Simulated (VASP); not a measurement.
# KMnV (P4/nmm) in VASP: single point with PBE

Aim: the single point of KMnV with PBE.

Program: VASP 6.6.1. These are calculated values, not measurements. Logs are shortened: lines on timing, memory, paths and dates and some standing lists are left out, and cuts for length are marked.

## 1. The cell of the first run

It takes space group P4/nmm (No. 129, tetragonal). The conventional cell has a = 4.304 Å, b = 4.304 Å, c = 7.551 Å, α = 90.00°, β = 90.00°, γ = 90.00°. Within 4.4 Å of K (site symmetry 4mm) lie 6 V at 3.24 to 4.08 Å and 4 Mn at 3.37 Å and 8 K at 3.85 to 4.30 Å. V (site symmetry 4mm) has 4 Mn at 2.61 Å and 5 K at 3.24 to 3.47 Å within 3.5 Å. Within 3.4 Å of Mn (site symmetry -4m2) lie 4 V at 2.61 Å and 4 Mn at 3.04 Å and 4 K at 3.37 Å.

## 2. Single point, PBE

Input file POSCAR:

```
KMnV
1.0
    4.3042810000      0.0000000000      0.0000000000
    0.0000000000      4.3042810000      0.0000000000
    0.0000000000      0.0000000000      7.5513210000
K V Mn
2 2 2
Direct
    0.0000000000      0.5000000000      0.6560000000
    0.5000000000      0.0000000000      0.3440000000
    0.0000000000      0.5000000000      0.1960000000
    0.5000000000      0.0000000000      0.8040000000
    0.0000000000      0.0000000000      0.0000000000
    0.5000000000      0.5000000000      0.0000000000
```

Input file INCAR.step1:

```
SYSTEM = KMnV
PREC     = Accurate       ! precision mode
ENCUT    = 520            ! plane-wave cutoff, eV
EDIFF    = 1E-7           ! SCF threshold, eV
ISMEAR   = -1             ! smearing method
SIGMA    = 0.0133         ! smearing width, eV
LREAL    = .False.        ! projectors in reciprocal space
LASPH    = .True.         ! aspherical terms in the spheres
NELM     = 100            ! most SCF steps
ALGO     = Normal         ! electronic algorithm
ISIF     = 2              ! what is computed and relaxed
LWAVE    = .False.        ! write WAVECAR
LCHARG   = .True.         ! write CHGCAR
LMAXMIX  = 4              ! l up to which the mixer works
GGA      = PE             ! functional
NBANDS   = 44             ! bands
```

Input file KPOINTS.step1:

```
Automatic mesh
0
Gamma
  8 8 5
  0 0 0
```

Input file INCAR.step2:

```
SYSTEM = KMnV
PREC     = Accurate       ! precision mode
ENCUT    = 520            ! plane-wave cutoff, eV
EDIFF    = 1E-7           ! SCF threshold, eV
ISMEAR   = -5             ! smearing method
SIGMA    = 0.0133         ! smearing width, eV
LREAL    = .False.        ! projectors in reciprocal space
LASPH    = .True.         ! aspherical terms in the spheres
NELM     = 100            ! most SCF steps
ALGO     = Normal         ! electronic algorithm
ISIF     = 2              ! what is computed and relaxed
LWAVE    = .False.        ! write WAVECAR
LCHARG   = .False.        ! write CHGCAR
LMAXMIX  = 4              ! l up to which the mixer works
GGA      = PE             ! functional
LORBIT   = 11             ! projections on sites
NEDOS    = 1001           ! points of the DOS
ICHARG   = 11             ! starting density
```

Input file KPOINTS.step2:

```
Automatic mesh
0
Gamma
  12 12 8
  0 0 0
```

Potentials or basis: VASP PAW PBE potentials, release 64 (K_sv, V_sv, Mn_pv).

The run is started by

```
> cat potpaw_PBE.64/K_sv/POTCAR potpaw_PBE.64/V_sv/POTCAR potpaw_PBE.64/Mn_pv/POTCAR > POTCAR
> cp INCAR.step1 INCAR
> cp KPOINTS.step1 KPOINTS
> mpirun -np 1 vasp_std > vasp.out
> cp INCAR.step2 INCAR
> cp KPOINTS.step2 KPOINTS
> mpirun -np 1 vasp_std > vasp.out
```

OUTCAR:

```text
SYSTEM = KMnV
   PREC = Accurate
   ENCUT = 520
   EDIFF = 1E-7
   ISMEAR = -5
   LREAL = .False.
   LASPH = .True.
   NELM = 100
   ISIF = 2
   GGA = PE
   LORBIT = 11
   ICHARG = 11

 ion  position               nearest neighbor table
   1  0.000  0.500  0.656-   4 3.24   4 3.24   4 3.24   4 3.24   5 3.37   6 3.37   6 3.37   5 3.37

   2  0.500  0.000  0.344-   3 3.24   3 3.24   3 3.24   3 3.24   6 3.37   6 3.37   5 3.37   5 3.37

   3  0.000  0.500  0.196-   5 2.61   6 2.61   5 2.61   6 2.61   2 3.24   2 3.24   2 3.24   2 3.24

   4  0.500  0.000  0.804-   5 2.61   6 2.61   6 2.61   5 2.61   1 3.24   1 3.24   1 3.24   1 3.24

   5  0.000  0.000  0.000-   3 2.61   4 2.61   3 2.61   4 2.61   6 3.04   6 3.04   6 3.04   6 3.04
                             2 3.37   1 3.37   2 3.37   1 3.37
   6  0.500  0.500  0.000-   3 2.61   4 2.61   4 2.61   3 2.61   5 3.04   5 3.04   5 3.04   5 3.04
                             1 3.37   2 3.37   2 3.37   1 3.37

  LATTYP: Found a simple tetragonal cell.
 ALAT       =     4.3042810000
 C/A-ratio  =     1.7543745401

  Lattice vectors:

 A1 = (   4.3042810000,   0.0000000000,   0.0000000000)
 A2 = (   0.0000000000,   4.3042810000,   0.0000000000)
 A3 = (   0.0000000000,   0.0000000000,   7.5513210000)

Analysis of symmetry for initial positions (statically):
=====================================================================
 Subroutine PRICEL returns:
 Original cell was already a primitive cell.

 Routine SETGRP: Setting up the symmetry group for a
 simple tetragonal supercell.

 Subroutine GETGRP returns: Found 16 space group operations
 (whereof  8 operations were pure point group operations)
 out of a pool of 16 trial point group operations.

The static configuration has the point symmetry D_2d.
 The point group associated with its full space group is D_4h.

Analysis of symmetry for dynamics (positions and initial velocities):
=====================================================================
 Subroutine PRICEL returns:
 Original cell was already a primitive cell.

 Routine SETGRP: Setting up the symmetry group for a
 simple tetragonal supercell.

 Subroutine GETGRP returns: Found 16 space group operations
 (whereof  8 operations were pure point group operations)
 out of a pool of 16 trial point group operations.

The dynamic configuration has the point symmetry D_2d.
 The point group associated with its full space group is D_4h.

 Subroutine INISYM returns: Found 16 space group operations
 (whereof  8 operations are pure point group operations),
 and found     1 'primitive' translations

----------------------------------------------------------------------------------------

                                     Primitive cell

  volume of cell :     139.9021

  direct lattice vectors                    reciprocal lattice vectors
     4.304281000  0.000000000  0.000000000     0.232326839  0.000000000  0.000000000
     0.000000000  4.304281000  0.000000000     0.000000000  0.232326839  0.000000000
     0.000000000  0.000000000  7.551321000     0.000000000  0.000000000  0.132427161

  length of vectors
     4.304281000  4.304281000  7.551321000     0.232326839  0.232326839  0.132427161

  position of ions in fractional coordinates (direct lattice)
     0.000000000  0.500000000  0.656000000
     0.500000000  0.000000000  0.344000000
     0.000000000  0.500000000  0.196000000
     0.500000000  0.000000000  0.804000000
     0.000000000  0.000000000  0.000000000
     0.500000000  0.500000000  0.000000000

  ion indices of the primitive-cell ions
   primitive index   ion index
                 1           1
                 2           2
                 3           3
                 4           4
                 5           5
                 6           6

----------------------------------------------------------------------------------------

 KPOINTS: Automatic mesh

Automatic generation of k-mesh.
 Grid dimensions read from file:
 generate k-points for:   12   12    8

 Generating k-lattice:

  Cartesian coordinates                     Fractional coordinates (reciprocal lattice)
     0.019360570  0.000000000  0.000000000     0.083333333  0.000000000  0.000000000
     0.000000000  0.019360570  0.000000000     0.000000000  0.083333333  0.000000000
     0.000000000  0.000000000  0.016553395     0.000000000  0.000000000  0.125000000

  Length of vectors
     0.019360570  0.019360570  0.016553395

  Shift w.r.t. Gamma in fractional coordinates (k-lattice)
     0.000000000  0.000000000  0.000000000

 TETIRR: Found   1728 inequivalent tetrahedra from     6912

 Subroutine IBZKPT returns following result:
 ===========================================

 Found    140 irreducible k-points:

 Following reciprocal coordinates:
            Coordinates               Weight
  0.000000  0.000000  0.000000      1.000000
  0.083333  0.000000  0.000000      4.000000
  0.166667  0.000000  0.000000      4.000000
  0.250000  0.000000  0.000000      4.000000
  0.333333  0.000000  0.000000      4.000000
  0.416667  0.000000  0.000000      4.000000
[... 16 lines left out ...]
  0.333333  0.333333  0.000000      4.000000
  0.416667  0.333333  0.000000      8.000000
 [... further k-points ...]
   k-points           NKPTS =    140   k-points in BZ     NKDIM =    140   number of bands    NBANDS=     42
   number of dos      NEDOS =   1001   number of ions     NIONS =      6
   total plane-waves  NPLWV =  57344
   dimension x,y,z NGX =    32 NGY =   32 NGZ =   56
   dimension x,y,z NGXF=    64 NGYF=   64 NGZF=  112
   ions per type =               2   2   2
   NGX,Y,Z   is equivalent  to a cutoff of  12.36, 12.36, 12.33 a.u.
   NGXF,Y,Z  is equivalent  to a cutoff of  24.72, 24.72, 24.66 a.u.
 SYSTEM =  KMnV
   PREC   = accura    normal or accurate (medium, high low for compatibility)
   ISTART =      0    job   : 0-new  1-cont  2-samecut
   ICHARG =     11    charge: 1-file 2-atom 10-const
   ISPIN  =      1    spin polarized calculation?
   LNONCOLLINEAR =      F non collinear calculations
   LSORBIT =      F    spin-orbit coupling
   LASPH  =      T    aspherical Exc in radial PAW
   ENCUT  =  520.0 eV  38.22 Ry    6.18 a.u.   8.00  8.00 14.04*2*pi/ulx,y,z
   NELM   =    100;   NELMIN=  2; NELMDL=  0     # of ELM steps
   EDIFF  = 0.1E-06   stopping-criterion for ELM
   LREAL  =      F    real-space projection
   EDIFFG = 0.1E-05   stopping-criterion for IOM
   NSW    =      0    number of steps for IOM
   IBRION =     -1    ionic relax: 0-MD 1-quasi-New 2-CG
   NFREE  =      0    steps in history (QN), initial steepest desc. (CG)
   ISIF   =      2    stress and relaxation
   ISYM   =      2    0-nonsym 1-usesym 2-fastsym
   POTIM  = 0.5000    time-step for ionic-motion
   TEBEG  =    0.0;   TEEND  =   0.0 temperature during run
   PSTRESS=    0.0 pullay stress
   NELECT =      70.0000    total number of electrons
   NUPDOWN=      -1.0000    fix difference up-down
   EMIN   =  10.00;   EMAX   =-10.00  energy-range for DOS
   EFERMI =   0.00;   METHOD = LEGACY
   ISMEAR =    -5;   SIGMA  =   0.01  broadening in eV -4-tet -1-fermi 0-gaus
   EFERMI_NEDOS =   21; number of points for ismear=-14 and -15
   IALGO  =     38    algorithm
   IMIX   =      4    mixing-type and parameters
     AMIX     =   0.40;   BMIX     =  1.00
     AMIX_MAG =   1.60;   BMIX_MAG =  1.00
  volume/ion in A,a.u.               =      23.32       157.35
  Fermi-wavevector in a.u.,A,eV,Ry     =   1.299669  2.456018 22.982141  1.689140
  Thomas-Fermi vector in A             =   2.430918
   LORBIT       =     11    0 simple, 1 ext, 2 COOP (PROOUT), +10 PAW based schemes
   GGA     = PE    functional components
   LHFCALC =     F    Hartree Fock is set to
   AEXX    =    0.0000 exact exchange contribution
   IVDW    =     0    specifies the selected vdW correction
   LEPSILON=     F    determine dielectric tensor
   LRPA    =     F    only Hartree local field effects (RPA)
 non-spin polarized calculation
 Fermi weights with tetrahedron method with Bloechl corrections
  energy-cutoff  :      520.00
  volume of cell :      139.90
 maximum number of plane-waves:      3808

 number of electron      70.0000028 magnetization

 Free energy of the ion-electron system (eV)
  ---------------------------------------------------
  ext. energy  EPLUGINS =         0.00000000
  ---------------------------------------------------
  free energy    TOTEN  =       -30.55938623 eV

  energy without entropy =      -30.55938623  energy(sigma->0) =      -30.55938623

 E-fermi :   3.6958     XC(G=0):  -9.5891

 val. band max:        3.7013387408   @ k =   0.1667   0.1667   0.3750
 cond. band min:       3.6688587439   @ k =   0.2500   0.2500   0.0000
 fundamental gap:     -0.0324799969
 Fermi energy:         3.6957612769

 k-point     1 :       0.0000    0.0000    0.0000
  band No.  band energies     occupation
      1     -60.4827      2.00000
      2     -60.4826      2.00000
      3     -43.9885      2.00000
      4     -43.9885      2.00000
      5     -43.9461      2.00000
      6     -43.9461      2.00000
[... 34 lines left out ...]
     41       4.5264      0.00000
     42       4.5648      0.00000

 k-point     2 :       0.0833    0.0000    0.0000
  band No.  band energies     occupation
      1     -60.4827      2.00000
      2     -60.4826      2.00000
      3     -43.9878      2.00000
      4     -43.9878      2.00000
      5     -43.9468      2.00000
      6     -43.9468      2.00000
[... 34 lines left out ...]
     41       4.6047      0.00000
     42       4.6585      0.00000

 k-point     3 :       0.1667    0.0000    0.0000
  band No.  band energies     occupation
      1     -60.4826      2.00000
      2     -60.4826      2.00000
      3     -43.9857      2.00000
      4     -43.9856      2.00000
      5     -43.9489      2.00000
      6     -43.9488      2.00000
[... 897 lines left out ...]
      4     -43.9807      2.00000
      5     -43.9534      2.00000
      6     -43.9428      2.00000
[... 34 lines left out ...]
     41       4.5399      0.00000
     42       4.9320      0.00000

 k-point    24 :       0.4167    0.3333    0.0000
  band No.  band energies     occupation
      1     -60.4826      2.00000
      2     -60.4826      2.00000
      3     -43.9909      2.00000
      4     -43.9854      2.00000
      5     -43.9487      2.00000
      6     -43.9431      2.00000
[... 34 lines left out ...]
     41       4.7061      0.00000
     42       4.8032      0.00000

 [... further k-points ...]
[... 5 lines left out ...]
  --------------------------------------------------------------------------------------
  -------------------------------------------------------------------------------------
  Total       -9.8000715     -9.8000715     -6.5839389      0.0000000      0.0000000      0.0000000
  in kB     -112.2317313   -112.2317313    -75.4001500      0.0000000      0.0000000      0.0000000
  external PRESSURE =     -99.9545375 kB  Pullay stress =       0.0000000 kB

 VOLUME and BASIS-vectors are now :
 -----------------------------------------------------------------------------
  energy-cutoff  :      520.00
  volume of cell :      139.90
      direct lattice vectors                 reciprocal lattice vectors
     4.304281000  0.000000000  0.000000000     0.232326839  0.000000000  0.000000000
     0.000000000  4.304281000  0.000000000     0.000000000  0.232326839  0.000000000
     0.000000000  0.000000000  7.551321000     0.000000000  0.000000000  0.132427161

 POSITION                                       TOTAL-FORCE (eV/Angst)
 -----------------------------------------------------------------------------------
      0.00000      2.15214      4.95367        -0.000000      0.000000      0.010886
      2.15214      0.00000      2.59765        -0.000000     -0.000000     -0.010886
      0.00000      2.15214      1.48006         0.000000      0.000000     -3.920870
      2.15214      0.00000      6.07126         0.000000      0.000000      3.920870
      0.00000      0.00000      0.00000        -0.000000     -0.000000      0.000000
      2.15214      2.15214      0.00000        -0.000000      0.000000      0.000000
 -----------------------------------------------------------------------------------
    total drift:                                0.000000     -0.000000     -0.000000

  FREE ENERGIE OF THE ION-ELECTRON SYSTEM (eV)
  ---------------------------------------------------
  free  energy   TOTEN  =       -30.5593862299 eV

  energy  without entropy=      -30.5593862299  energy(sigma->0) =      -30.55938623

 total charge

# of ion       s       p       d       tot
------------------------------------------
    1        2.000   5.560   0.057   7.617
    2        2.000   5.560   0.057   7.617
    3        2.329   6.062   3.026  11.416
    4        2.329   6.062   3.026  11.416
    5        0.352   6.178   5.022  11.551
    6        0.352   6.178   5.022  11.551
--------------------------------------------------
tot          9.361  35.599  16.210  61.170
```

Wall time 6.5 min (1 thread of Intel Xeon 6975P-C (Granite Rapids), shared host); peak memory 0.75 GiB.

What came out:

```yaml
Valence_electrons_inside_the_program's_atomic_spheres: K 7.62; V 11.42; Mn 11.55
```

Levels at points of the mesh, in eV from the Fermi level:
```csv
k point,band 31,band 32,band 33,band 34,band 35,band 36,band 37,band 38,band 39,band 40
"(0.00, 0.00, 0.00)",-0.74,-0.68,-0.57,-0.57,0.45,0.50,0.52,0.52,0.68,0.83
"(0.50, 0.00, 0.00)",-0.95,-0.95,-0.86,-0.86,-0.24,-0.24,0.57,0.57,0.75,0.75
"(0.50, 0.50, 0.00)",-0.66,-0.66,-0.60,-0.60,0.37,0.37,0.53,0.53,1.03,1.03
"(0.00, 0.00, 0.50)",-0.84,-0.56,-0.56,-0.05,0.35,0.42,0.57,0.57,0.61,0.84
"(0.50, 0.00, 0.50)",-0.91,-0.91,-0.87,-0.87,-0.52,-0.52,0.47,0.47,0.78,0.78
"(0.50, 0.50, 0.50)",-0.65,-0.65,-0.60,-0.60,0.20,0.20,0.70,0.70,0.72,0.72
```

Caveat: the run has no spin polarisation, though such a crystal can be magnetic. Spin polarisation is off, so any magnetic state and its effect on volume and gap are missing.
